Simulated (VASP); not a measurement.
# BaS (P4/nmm) in VASP: notebook, part 2 of 2

VASP 6.6.1.

**3. Relaxation of cell and atoms, PBE**

The input, INCAR:

```
SYSTEM = BaS
PREC = Accurate ; ENCUT = 600
EDIFF = 1E-7 ; ISMEAR = 0
SIGMA = 0.1 ; LREAL = .False.
LASPH = .True. ; NELM = 80
ALGO = Normal ; ISIF = 3
LWAVE = .False. ; LCHARG = .False.
GGA = PE ; IBRION = 2
NSW = 90 ; EDIFFG = -0.04
```

The input, KPOINTS:

```
regular mesh
0
Gamma
  4 4 4
  0 0 0
```

The input, POSCAR:

```
BaS
1.0
    7.1993472700      0.0000000000      0.0000000000
    0.0000000000      7.1993472700      0.0000000000
    0.0000000000      0.0000000000      5.7615539200
Ba S
2 2
Direct
    0.0000000000      0.0000000000      0.0000000000
    0.5000000000      0.5000000000      0.0000000000
    0.0000000000      0.5000000000      0.5703052800
    0.5000000000      0.0000000000      0.4296947200
```

Potentials or basis: VASP PAW PBE potentials, release 64 (Ba_sv, S).

Command:

```sh
> cat potpaw_PBE.64/Ba_sv/POTCAR potpaw_PBE.64/S/POTCAR > POTCAR
> mpirun -np 1 vasp_std > vasp.out
```

OUTCAR:

```text
SYSTEM = BaS
   PREC = Accurate
   ENCUT = 600
   EDIFF = 1E-7
   ISMEAR = 0
   LREAL = .False.
   LASPH = .True.
   NELM = 80
   ISIF = 3
   GGA = PE
   IBRION = 2
   NSW = 90
   EDIFFG = -0.04

 ion  position               nearest neighbor table
   1  0.000  0.000  0.000-
   2  0.500  0.500  0.000-
   3  0.000  0.500  0.570-
   4  0.500  0.000  0.430-

  LATTYP: Found a simple tetragonal cell.
 ALAT       =     7.1993472700
 C/A-ratio  =     0.8002883739

  Lattice vectors:

 A1 = (   7.1993472700,   0.0000000000,   0.0000000000)
 A2 = (   0.0000000000,   7.1993472700,   0.0000000000)
 A3 = (   0.0000000000,   0.0000000000,   5.7615539200)

Analysis of symmetry for initial positions (statically):
=====================================================================
 Subroutine PRICEL returns:
 Original cell was already a primitive cell.

 Routine SETGRP: Setting up the symmetry group for a
 simple tetragonal supercell.

 Subroutine GETGRP returns: Found 16 space group operations
 (whereof  8 operations were pure point group operations)
 out of a pool of 16 trial point group operations.

The static configuration has the point symmetry D_2d.
 The point group associated with its full space group is D_4h.

Analysis of symmetry for dynamics (positions and initial velocities):
=====================================================================
 Subroutine PRICEL returns:
 Original cell was already a primitive cell.

 Routine SETGRP: Setting up the symmetry group for a
 simple tetragonal supercell.

 Subroutine GETGRP returns: Found 16 space group operations
 (whereof  8 operations were pure point group operations)
 out of a pool of 16 trial point group operations.

The dynamic configuration has the point symmetry D_2d.
 The point group associated with its full space group is D_4h.

 Subroutine INISYM returns: Found 16 space group operations
 (whereof  8 operations are pure point group operations),
 and found     1 'primitive' translations

----------------------------------------------------------------------------------------

                                     Primitive cell

  volume of cell :     298.6248

  direct lattice vectors                    reciprocal lattice vectors
     7.199347270  0.000000000  0.000000000     0.138901481  0.000000000  0.000000000
     0.000000000  7.199347270  0.000000000     0.000000000  0.138901481  0.000000000
     0.000000000  0.000000000  5.761553920     0.000000000  0.000000000  0.173564287

  length of vectors
     7.199347270  7.199347270  5.761553920     0.138901481  0.138901481  0.173564287

  position of ions in fractional coordinates (direct lattice)
     0.000000000  0.000000000  0.000000000
     0.500000000  0.500000000  0.000000000
     0.000000000  0.500000000  0.570305280
     0.500000000  0.000000000  0.429694720

  ion indices of the primitive-cell ions
   primitive index   ion index
                 1           1
                 2           2
                 3           3
                 4           4

----------------------------------------------------------------------------------------

 KPOINTS: regular mesh

Automatic generation of k-mesh.
 Grid dimensions read from file:
 generate k-points for:    4    4    4

 Generating k-lattice:

  Cartesian coordinates                     Fractional coordinates (reciprocal lattice)
     0.034725370  0.000000000  0.000000000     0.250000000  0.000000000  0.000000000
     0.000000000  0.034725370  0.000000000     0.000000000  0.250000000  0.000000000
     0.000000000  0.000000000  0.043391072     0.000000000  0.000000000  0.250000000

  Length of vectors
     0.034725370  0.034725370  0.043391072

  Shift w.r.t. Gamma in fractional coordinates (k-lattice)
     0.000000000  0.000000000  0.000000000

 Subroutine IBZKPT returns following result:
 ===========================================

 Found     18 irreducible k-points:

 Following reciprocal coordinates:
            Coordinates               Weight
  0.000000  0.000000  0.000000      1.000000
  0.250000  0.000000  0.000000      4.000000
  0.500000  0.000000  0.000000      2.000000
  0.250000  0.250000  0.000000      4.000000
  0.500000  0.250000  0.000000      4.000000
  0.500000  0.500000  0.000000      1.000000
[... 10 lines left out ...]
  0.500000  0.250000  0.500000      4.000000
  0.500000  0.500000  0.500000      1.000000
   k-points           NKPTS =     18   k-points in BZ     NKDIM =     18   number of bands    NBANDS=     20
   number of dos      NEDOS =    301   number of ions     NIONS =      4
   total plane-waves  NPLWV = 172800
   dimension x,y,z NGX =    60 NGY =   60 NGZ =   48
   dimension x,y,z NGXF=   120 NGYF=  120 NGZF=   96
   ions per type =               2   2
   NGX,Y,Z   is equivalent  to a cutoff of  13.86, 13.86, 13.85 a.u.
   NGXF,Y,Z  is equivalent  to a cutoff of  27.71, 27.71, 27.70 a.u.
 SYSTEM =  BaS
   PREC   = accura    normal or accurate (medium, high low for compatibility)
   ISTART =      0    job   : 0-new  1-cont  2-samecut
   ICHARG =      2    charge: 1-file 2-atom 10-const
   ISPIN  =      1    spin polarized calculation?
   LNONCOLLINEAR =      F non collinear calculations
   LSORBIT =      F    spin-orbit coupling
   LASPH  =      T    aspherical Exc in radial PAW
   ENCUT  =  600.0 eV  44.10 Ry    6.64 a.u.  14.38 14.38 11.51*2*pi/ulx,y,z
   NELM   =     80;   NELMIN=  2; NELMDL= -5     # of ELM steps
   EDIFF  = 0.1E-06   stopping-criterion for ELM
   LREAL  =      F    real-space projection
   EDIFFG = -.4E-01   stopping-criterion for IOM
   NSW    =     90    number of steps for IOM
   IBRION =      2    ionic relax: 0-MD 1-quasi-New 2-CG
   NFREE  =      1    steps in history (QN), initial steepest desc. (CG)
   ISIF   =      3    stress and relaxation
   ISYM   =      2    0-nonsym 1-usesym 2-fastsym
   POTIM  = 0.5000    time-step for ionic-motion
   TEBEG  =    0.0;   TEEND  =   0.0 temperature during run
   PSTRESS=    0.0 pullay stress
   NELECT =      32.0000    total number of electrons
   NUPDOWN=      -1.0000    fix difference up-down
   EMIN   =  10.00;   EMAX   =-10.00  energy-range for DOS
   EFERMI =   0.00;   METHOD = LEGACY
   ISMEAR =     0;   SIGMA  =   0.10  broadening in eV -4-tet -1-fermi 0-gaus
   EFERMI_NEDOS =   21; number of points for ismear=-14 and -15
   IALGO  =     38    algorithm
   IMIX   =      4    mixing-type and parameters
     AMIX     =   0.40;   BMIX     =  1.00
     AMIX_MAG =   1.60;   BMIX_MAG =  1.00
  volume/ion in A,a.u.               =      74.66       503.80
  Fermi-wavevector in a.u.,A,eV,Ry     =   0.777588  1.469428  8.226668  0.604643
  Thomas-Fermi vector in A             =   1.880307
   LORBIT       =      0    0 simple, 1 ext, 2 COOP (PROOUT), +10 PAW based schemes
   GGA     = PE    functional components
   LHFCALC =     F    Hartree Fock is set to
   AEXX    =    0.0000 exact exchange contribution
   IVDW    =     0    specifies the selected vdW correction
   LEPSILON=     F    determine dielectric tensor
   LRPA    =     F    only Hartree local field effects (RPA)
 conjugate gradient relaxation of ions
 non-spin polarized calculation
 Gauss-broadening in eV      SIGMA  =   0.10
  energy-cutoff  :      600.00
  volume of cell :      298.62
 maximum number of plane-waves:     10031
 NGX is ok and might be reduce to    60
   NGX = 29   NGY = 29   NGZ = 23

--------------------------------------- Ionic step        1  -------------------------------------------

 number of electron      31.9999996 magnetization

 Free energy of the ion-electron system (eV)
  ---------------------------------------------------
  ext. energy  EPLUGINS =         0.00000000
  ---------------------------------------------------
  free energy    TOTEN  =       -12.38249334 eV

  energy without entropy =      -12.38151351  energy(sigma->0) =      -12.38200342

 E-fermi :  -0.6518     XC(G=0):  -5.8633

 val. band max:       -0.8329419567   @ k =   0.5000   0.5000   0.2500
 cond. band min:      -0.5575436815   @ k =   0.0000   0.0000   0.0000
 fundamental gap:      0.2753982752
 Fermi energy:        -0.6518428527
[... 1785 lines left out ...]
     19       5.9392      0.00000
     20       5.9392      0.00000

[... ionic steps 4 to 16 ...]

--------------------------------------- Ionic step       17  -------------------------------------------

 number of electron      31.9999999 magnetization

------------------------ aborting loop because EDIFF is reached ----------------------------------------
[... 71 lines left out ...]
--------------------------------------- Ionic step       19  -------------------------------------------

 number of electron      31.9999999 magnetization

 Free energy of the ion-electron system (eV)
  ---------------------------------------------------
  ext. energy  EPLUGINS =         0.00000000
  ---------------------------------------------------
  free energy    TOTEN  =       -19.49862340 eV

  energy without entropy =      -19.49862340  energy(sigma->0) =      -19.49862340

 E-fermi :   3.2795     XC(G=0):  -9.2738

 val. band max:        2.8386968583   @ k =   0.5000   0.5000   0.5000
 cond. band min:       4.3304156063   @ k =   0.0000   0.0000   0.0000
 fundamental gap:      1.4917187480
 Fermi energy:         3.2795058286
[... 443 lines left out ...]
  FREE ENERGIE OF THE ION-ELECTRON SYSTEM (eV)
  ---------------------------------------------------
  free  energy   TOTEN  =       -19.4986233981 eV

  energy  without entropy=      -19.4986233981  energy(sigma->0) =      -19.49862340

 reached required accuracy - stopping structural energy minimisation
```

OSZICAR:

```text
N       E                     dE             d eps       ncg     rms          rms(c)
DAV:   1     0.259719412863E+03    0.25972E+03   -0.12445E+04   720   0.138E+03
DAV:   2     0.142219778175E+02   -0.24550E+03   -0.23978E+03  1024   0.228E+02
DAV:   3    -0.157860124095E+02   -0.30008E+02   -0.29901E+02   956   0.920E+01
[... 251 lines left out ...]
DAV:   6    -0.194986225167E+02   -0.32133E-05   -0.24600E-06   992   0.939E-03    0.290E-03
DAV:   7    -0.194986234409E+02   -0.92422E-06   -0.27143E-07   760   0.361E-03    0.659E-04
DAV:   8    -0.194986235532E+02   -0.11232E-06   -0.49062E-08   456   0.212E-03    0.365E-04
DAV:   9    -0.194986233915E+02    0.16170E-06   -0.27754E-08   440   0.153E-03    0.103E-04
DAV:  10    -0.194986233981E+02   -0.65570E-08   -0.99835E-09   440   0.782E-04
  19 F= -.19498623E+02 E0= -.19498623E+02  d E =-.104128E-02
```

Wall time 16 min (1 thread of Intel Xeon 6975P-C (Granite Rapids), shared host); peak memory 0.59 GiB.

Results:

```yaml
Free_energy: -19.4986 eV
Relaxed_volume: 29.01 Å³/atom
Relaxed_cell: a = 5.472 Å, b = 5.472 Å, c = 3.876 Å, α = 90.00°, β = 90.00°, γ = 90.00°
Space_group_after_relaxing_to_0.05_Å: P4/nmm (No. 129)
Energy_gained_by_relaxing: 1779.0 meV/atom
Ionic_steps: 19
Pressure_after_relaxing: -0.1 GPa
Largest_force_after_relaxing: 0.023 eV/Å
Band_gap_on_the_k_mesh: 1.49 eV, indirect (least direct gap 1.51 eV)
```

Forces in eV/Å, atoms in the order of the input:
```
Ba   0.000  0.000  0.000
Ba   0.000  0.000  0.000
S    0.000  0.000 -0.023
S    0.000  0.000  0.023
```

The path:
```tsv
step	energy change (eV)	largest force (eV/Å)	pressure (GPa)	volume (Å³)
1	0.0000	0.8925	-5.38	298.62
2	-4.0144	0.7328	-7.21	202.59
3	46.5318	5.4421	562.82	38.48
4	-4.5556	0.4587	-7.46	187.52
5	-6.0843	0.5629	14.17	95.24
6	-6.7506	0.1208	-4.89	136.58
7	-6.9953	0.2065	1.89	112.47
8	-7.0459	0.0943	-0.89	119.46
9	-7.0424	0.1338	0.03	116.89
10	-7.0818	0.1718	1.44	113.65
11	-7.0856	0.1638	1.10	114.39
12	-7.0977	0.0854	-0.36	118.05
13	-7.0986	0.1017	-0.07	117.26
14	-7.0999	0.0980	-0.07	117.17
15	-7.1033	0.0865	-0.05	116.88
16	-7.1089	0.0670	0.02	116.32
17	-7.1151	0.0331	0.26	115.19
18	-7.1160	0.0198	-0.24	116.41
19	-7.1161	0.0233	-0.09	116.05
```

Final structure:
```yaml
crystal:
  lattice:
    - [5.47200, 0.00000, 0.00000]
    - [0.00000, 5.47200, 0.00000]
    - [0.00000, 0.00000, 3.87569]
  atoms:
    - { symbol: Ba, position: [0.00000, 0.00000, 0.00000] }
    - { symbol: Ba, position: [0.50000, 0.50000, 0.00000] }
    - { symbol: S, position: [0.00000, 0.50000, 0.51571] }
    - { symbol: S, position: [0.50000, 0.00000, 0.48429] }
```

Caveat: the volume moved by over 15 % at a fixed basis, so the end points are rough; spin-orbit coupling is left out, which moves the levels of the heavy elements. A hybrid or GW would open this gap; PBE tends to underestimate it.
